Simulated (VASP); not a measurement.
# Cd (Fm-3m) in VASP: a series of runs, part 2 of 2

VASP 6.6.1. Earlier steps stand in the parts before.

### Step 3. Single point, r2SCAN

POSCAR reads:

```
Cd
1.0
    0.0000000000      2.2161647261      2.2161647261
    2.2161647261      0.0000000000      2.2161647261
    2.2161647261      2.2161647261      0.0000000000
Cd
1
Direct
    0.0000000000      0.0000000000      0.0000000000
```

INCAR.step1 reads:

```
PREC     = Accurate       # precision mode
ENCUT    = 520            # plane-wave cutoff, eV
ISMEAR   = 0              # smearing method
SIGMA    = 0.05           # smearing width, eV
LREAL    = F              # projectors in reciprocal space
LASPH    = T              # aspherical terms in the spheres
NELM     = 60             # most SCF steps
NBANDS   = 12             # bands
GGA      = PE             # functional
ALGO     = Normal         # electronic algorithm
EDIFF    = 1E-4           # SCF threshold, eV
LWAVE    = T              # write WAVECAR
LCHARG   = F              # write CHGCAR
```

INCAR.step2 reads:

```
PREC     = Accurate       # precision mode
ENCUT    = 520            # plane-wave cutoff, eV
EDIFF    = 1E-7           # SCF threshold, eV
ISMEAR   = 0              # smearing method
SIGMA    = 0.05           # smearing width, eV
LREAL    = F              # projectors in reciprocal space
LASPH    = T              # aspherical terms in the spheres
NELM     = 60             # most SCF steps
ALGO     = Normal         # electronic algorithm
ISIF     = 2              # what is computed and relaxed
LWAVE    = F              # write WAVECAR
LCHARG   = T              # write CHGCAR
METAGGA  = R2SCAN         # meta-GGA
LMIXTAU  = T            
LELF     = T              # ELF
LVHAR    = T            
NBANDS   = 12             # bands
ISTART   = 1
```

KPOINTS reads:

```
Automatic mesh
0
Gamma
  16 16 16
```

Potentials or basis: VASP PAW PBE potentials, release 64 (Cd).

Run with:

```bash
$ cat potpaw_PBE.64/Cd/POTCAR > POTCAR
$ cp INCAR.step1 INCAR
$ mpirun -np 1 vasp_std > vasp.out
$ cp INCAR.step2 INCAR
$ mpirun -np 1 vasp_std > vasp.out
```

OUTCAR:

```text
PREC = Accurate
   ENCUT = 520
   EDIFF = 1E-7
   ISMEAR = 0
   LREAL = F
   LASPH = T
   NELM = 60
   ISIF = 2
   METAGGA = R2SCAN
   ISTART = 1

 ion  position               nearest neighbor table
   1  0.000  0.000  0.000-

  LATTYP: Found a face centered cubic cell.
 ALAT       =     4.4323294522

  Lattice vectors:

 A1 = (   0.0000000000,   2.2161647261,   2.2161647261)
 A2 = (   2.2161647261,   0.0000000000,   2.2161647261)
 A3 = (   2.2161647261,   2.2161647261,   0.0000000000)

Analysis of symmetry for initial positions (statically):
=====================================================================
 Subroutine PRICEL returns:
 Original cell was already a primitive cell.

 Routine SETGRP: Setting up the symmetry group for a
 face centered cubic supercell.

 Subroutine GETGRP returns: Found 48 space group operations
[... 9 lines left out ...]

 Routine SETGRP: Setting up the symmetry group for a
 face centered cubic supercell.

 Subroutine GETGRP returns: Found 48 space group operations
[... 11 lines left out ...]
                                     Primitive cell

  volume of cell :      21.7689

  direct lattice vectors                    reciprocal lattice vectors
     0.000000000  2.216164726  2.216164726    -0.225614998  0.225614998  0.225614998
     2.216164726  0.000000000  2.216164726     0.225614998 -0.225614998  0.225614998
     2.216164726  2.216164726  0.000000000     0.225614998  0.225614998 -0.225614998

  length of vectors
     3.134130212  3.134130212  3.134130212     0.390776639  0.390776639  0.390776639

  position of ions in fractional coordinates (direct lattice)
     0.000000000  0.000000000  0.000000000

  ion indices of the primitive-cell ions
   primitive index   ion index
                 1           1

----------------------------------------------------------------------------------------
[... 93 lines left out ...]
  Thomas-Fermi vector in A             =   2.470485
   LORBIT       =      0    0 simple, 1 ext, 2 COOP (PROOUT), +10 PAW based schemes
   METAGGA = R2SCAN    functional components
   LHFCALC =     F    Hartree Fock is set to
   AEXX    =    0.0000 exact exchange contribution
   IVDW    =     0    specifies the selected vdW correction
   LEPSILON=     F    determine dielectric tensor
   LRPA    =     F    only Hartree local field effects (RPA)
 non-spin polarized calculation
 Gauss-broadening in eV      SIGMA  =   0.05
  energy-cutoff  :      520.00
  volume of cell :       21.77
 maximum number of plane-waves:       604
   NGX = 11   NGY = 11   NGZ = 11

 number of electron      12.0000004 magnetization

 Free energy of the ion-electron system (eV)
  ---------------------------------------------------
  ext. energy  EPLUGINS =         0.00000000
  ---------------------------------------------------
  free energy    TOTEN  =       -20.07142555 eV

  energy without entropy =      -20.07070293  energy(sigma->0) =      -20.07106424

 E-fermi :   2.8467     XC(G=0): -11.7820

 val. band max:        2.8324598813   @ k =  -0.3750   0.3125   0.0625
 cond. band min:       2.8566038190   @ k =  -0.3750   0.1875   0.0625
 fundamental gap:      0.0241439377
 Fermi energy:         2.8466555735

 k-point     1 :       0.0000    0.0000    0.0000
  band No.  band energies     occupation
      1      -6.7705      2.00000
      2      -6.7705      2.00000
      3      -6.7705      2.00000
      4      -6.3422      2.00000
      5      -6.3059      2.00000
      6      -6.3059      2.00000
      7      17.2560      0.00000
      8      18.5588      0.00000
      9      18.5588      0.00000
     10      18.5589      0.00000
     11      21.8444      0.00000
     12      21.8444      0.00000
[... 331 lines left out ...]
 k-point    24 :      -0.0625    0.0625    0.0000
  band No.  band energies     occupation
      1      -6.8001      2.00000
      2      -6.7311      2.00000
      3      -6.7286      2.00000
      4      -6.3365      2.00000
      5      -6.3074      2.00000
      6      -6.0387      2.00000
      7      15.8950      0.00000
      8      16.2313      0.00000
      9      18.1496      0.00000
     10      18.9424      0.00000
     11      21.9584      0.00000
     12      21.9900      0.00000

 [... further k-points ...]

------------------------ aborting loop because EDIFF is reached ----------------------------------------

  FORCE on cell =-STRESS in cart. coord.  units (eV):
  Direction    XX          YY          ZZ          XY          YZ          ZX
  --------------------------------------------------------------------------------------
  -------------------------------------------------------------------------------------
  Total        0.0410021      0.0410021      0.0410021      0.0000000      0.0000000     -0.0000000
  in kB        3.0177290      3.0177290      3.0177290      0.0000000      0.0000000     -0.0000000
  external PRESSURE =       3.0177290 kB  Pullay stress =       0.0000000 kB

 VOLUME and BASIS-vectors are now :
 -----------------------------------------------------------------------------
  energy-cutoff  :      520.00
  volume of cell :       21.77
      direct lattice vectors                 reciprocal lattice vectors
     0.000000000  2.216164726  2.216164726    -0.225614998  0.225614998  0.225614998
     2.216164726  0.000000000  2.216164726     0.225614998 -0.225614998  0.225614998
     2.216164726  2.216164726  0.000000000     0.225614998  0.225614998 -0.225614998

 POSITION                                       TOTAL-FORCE (eV/Angst)
 -----------------------------------------------------------------------------------
      0.00000      0.00000      0.00000        -0.000000      0.000000     -0.000000
 -----------------------------------------------------------------------------------
    total drift:                                0.000000      0.000000      0.000000

  FREE ENERGIE OF THE ION-ELECTRON SYSTEM (eV)
  ---------------------------------------------------
  free  energy   TOTEN  =       -20.0714255458 eV

  energy  without entropy=      -20.0707029256  energy(sigma->0) =      -20.07106424
```

OUTCAR.step1:

```text
PREC = Accurate
   ENCUT = 520
   ISMEAR = 0
   LREAL = F
   LASPH = T
[... 575 lines left out ...]

 POSITION                                       TOTAL-FORCE (eV/Angst)
 -----------------------------------------------------------------------------------
      0.00000      0.00000      0.00000         0.000000      0.000000      0.000000
 -----------------------------------------------------------------------------------
    total drift:                                0.000000      0.000000      0.000000

  FREE ENERGIE OF THE ION-ELECTRON SYSTEM (eV)
  ---------------------------------------------------
  free  energy   TOTEN  =        -0.7265085680 eV

  energy  without entropy=       -0.7257247225  energy(sigma->0) =       -0.72611665
```

OSZICAR.step1:

```text
N       E                     dE             d eps       ncg     rms          rms(c)
DAV:   1     0.687114736289E+02    0.68711E+02   -0.69535E+03  3736   0.986E+02
DAV:   2     0.480157090267E+00   -0.68231E+02   -0.64598E+02  3764   0.235E+02
DAV:   3    -0.770646393466E+00   -0.12508E+01   -0.12501E+01  4164   0.357E+01
DAV:   4    -0.772190048592E+00   -0.15437E-02   -0.15436E-02  3856   0.122E+00
DAV:   5    -0.772193558407E+00   -0.35098E-05   -0.35096E-05  3288   0.601E-02    0.311E+00
DAV:   6    -0.728334492706E+00    0.43859E-01   -0.11966E-01  4116   0.441E+00    0.249E+00
DAV:   7    -0.726307855152E+00    0.20266E-02   -0.11054E-02  4128   0.111E+00    0.123E+00
DAV:   8    -0.726478873755E+00   -0.17102E-03   -0.14096E-03  3724   0.508E-01    0.583E-02
DAV:   9    -0.726508568049E+00   -0.29694E-04   -0.11531E-05  2068   0.326E-02
   1 F= -.72650857E+00 E0= -.72611665E+00  d E =-.783846E-03
```

Wall time 66 s (1 thread of Intel Xeon Platinum 8488C (Sapphire Rapids), shared host); peak memory 0.17 GiB.

Results:

| Item | Value |
| --- | --- |
| Free energy | -20.0714 eV |
| Pressure | 0.3 GPa |
| Band gap on the k mesh | zero (band 6 reaches 4.94 eV, above the bottom of band 7 at 1.49 eV) |

Caveat: the PAW data sets were made with another functional, which shifts forces and pressure a little.

### Step 4. Single point, r2SCAN

This run uses another cell than the first one, of 22.50 Å³/atom, 1.035 times its volume.

POSCAR reads:

```
Cd
1.0
    0.0000000000      2.2406899010      2.2406899010
    2.2406899010      0.0000000000      2.2406899010
    2.2406899010      2.2406899010      0.0000000000
Cd
1
Direct
    0.0000000000      0.0000000000      0.0000000000
```

INCAR.step1 reads:

```
SYSTEM = Cd
ALGO = Normal ; EDIFF = 1E-4
ENCUT = 520 ; GGA = PE
ISMEAR = 0 ; LASPH = .TRUE.
LCHARG = .FALSE. ; LREAL = .FALSE.
LWAVE = .TRUE. ; NBANDS = 12
NELM = 80 ; PREC = Accurate
SIGMA = 0.05
```

INCAR.step2 reads:

```
SYSTEM = Cd
ALGO = Normal ; EDIFF = 1E-6
ENCUT = 520 ; ISIF = 2
ISMEAR = 0 ; ISTART = 1
LASPH = .TRUE. ; LCHARG = .FALSE.
LMIXTAU = .TRUE. ; LREAL = .FALSE.
LWAVE = .FALSE. ; METAGGA = R2SCAN
NBANDS = 12 ; NELM = 80
PREC = Accurate ; SIGMA = 0.05
```

KPOINTS reads:

```
k-points
0
G
  16 16 16
  0 0 0
```

Run with:

```bash
$ cat potpaw_PBE.64/Cd/POTCAR > POTCAR
$ cp INCAR.step1 INCAR
$ mpirun -np 1 vasp_std > vasp.out
$ cp INCAR.step2 INCAR
$ mpirun -np 1 vasp_std > vasp.out
```

Run time: 58 s. Hardware: 1 thread of Intel Xeon Platinum 8488C (Sapphire Rapids), shared host; peak memory 0.17 GiB.

Results (log left out):

- Free energy: -20.0690 eV
- Pressure: -1.3 GPa
- Band gap on the k mesh: zero (band 6 reaches 4.69 eV, above the bottom of band 7 at 1.20 eV)

Levels at points of the mesh, in eV from the Fermi level:
```tsv
k point	band 4	band 5	band 6	band 7	band 8	band 9
(0.00, 0.00, 0.00)	-9.07	-9.07	-8.91	14.31	15.39	15.39
(0.50, 0.00, 0.00)	-8.71	-8.71	-2.29	-1.38	12.92	12.92
(0.50, 0.50, 0.00)	-8.62	-8.62	-0.82	1.44	7.05	7.05
```

Caveat: the PAW data sets were made with another functional, which shifts forces and pressure a little.

### Step 5. Single point, r2SCAN

This run uses another cell than the first one, of 22.83 Å³/atom, 1.050 times its volume.

POSCAR reads:

```
Cd
1.0
    0.0000000000      2.2514759564      2.2514759564
    2.2514759564      0.0000000000      2.2514759564
    2.2514759564      2.2514759564      0.0000000000
Cd
1
Direct
    0.0000000000      0.0000000000      0.0000000000
```

INCAR.step1 reads:

```
PREC = Accurate ; ENCUT = 520
ISMEAR = 0 ; SIGMA = 0.05
LREAL = F ; LASPH = T
NELM = 100 ; NBANDS = 12
GGA = PE ; ALGO = Normal
EDIFF = 1E-4 ; LWAVE = T
LCHARG = F
```

INCAR.step2 reads:

```
PREC = Accurate ; ENCUT = 520
EDIFF = 1E-6 ; ISMEAR = 0
SIGMA = 0.05 ; LREAL = F
LASPH = T ; NELM = 100
ALGO = Normal ; ISIF = 2
LWAVE = F ; LCHARG = T
METAGGA = R2SCAN ; LMIXTAU = T
LELF = T ; LVHAR = T
NBANDS = 12 ; ISTART = 1
```

KPOINTS reads:

```
regular mesh
0
Gamma
  16 16 16
```

Run with:

```bash
$ cat potpaw_PBE.64/Cd/POTCAR > POTCAR
$ cp INCAR.step1 INCAR
$ mpirun -np 1 vasp_std > vasp.out
$ cp INCAR.step2 INCAR
$ mpirun -np 1 vasp_std > vasp.out
```

Run time: 60 s. Hardware: 1 thread of Intel Xeon Platinum 8488C (Sapphire Rapids), shared host; peak memory 0.17 GiB.

Results (log left out):

| Quantity | Value |
| --- | --- |
| Free energy | -20.0657 eV |
| Pressure | -1.9 GPa |
| Band gap on the k mesh | zero (band 6 reaches 4.58 eV, above the bottom of band 7 at 1.08 eV) |

Levels at points of the mesh, in eV from the Fermi level:
```tsv
k point	band 4	band 5	band 6	band 7	band 8	band 9
(0.00, 0.00, 0.00)	-9.05	-9.05	-8.80	14.26	15.24	15.24
(0.50, 0.00, 0.00)	-8.70	-8.70	-2.23	-1.40	12.79	12.79
(0.50, 0.50, 0.00)	-8.61	-8.61	-0.77	1.39	7.00	7.00
```

Caveat: the PAW data sets were made with another functional, which shifts forces and pressure a little.

### Step 6. Summary

| cell | gap on the mesh (eV) | pressure (GPa) |
| --- | --- | --- |
| a = 3.133 Å, angles 60.0°, 1 atom | none | 0.4 |
| a = 3.134 Å, angles 60.0°, 1 atom | none | 0.3 |
| a = 3.169 Å, angles 60.0°, 1 atom | none | -1.3 |
| a = 3.184 Å, angles 60.0°, 1 atom | none | -1.9 |

Alike in all rows: task single point; level r2SCAN; potentials or basis VASP PAW PBE potentials, release 64 (Cd); no spin polarisation; k mesh 16 × 16 × 16; cutoff (eV) 520; smearing gaussian 0.05 eV.

Caveats: the PAW data sets were made with another functional, which shifts forces and pressure a little.

Absolute energies hang on the potentials; compare differences alone.
